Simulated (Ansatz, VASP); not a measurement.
# Two plane-wave programs on Be2B3

```xyz
5
Lattice="3.2372 0.0000 0.0000 -1.6186 2.8035 0.0000 0.0000 0.0000 4.7854" Properties=species:S:1:pos:R:3 pbc="T T T"
Be    0.0000    1.8690    0.0000
Be    1.6186    0.9345    0.0000
B     0.0000    1.8690    2.3927
B     1.6186    0.9345    2.3927
B     0.0000    0.0000    0.0000
```

Alike in both runs: functional PBE; k mesh 12 × 12 × 8; occupations gaussian, width 0.1 eV; no spin polarisation.

Ansatz relaxed the structure, and its values are those at the end. VASP's run is a single point on that final structure, the one shown.

|  | VASP | Ansatz |
| --- | --- | --- |
| version | VASP 6.6.1 | Ansatz 0.2.0 |
| potentials or method | VASP PAW PBE potentials, release 64 (Be, B), cutoff 520 eV | scalar-relativistic, plane waves, PAW |
| valence electrons in the cell | 13 | 13 |

```csv
,VASP,Ansatz,Ansatz less VASP
gap on the k mesh at the Fermi level (eV),none,none,-
pressure (GPa),0.0,0.0,-0.05
```

A gap of «none» marks a metal or a gap that the smearing closes. The functional is the same, so the differences come from potentials, cutoffs and numerics.
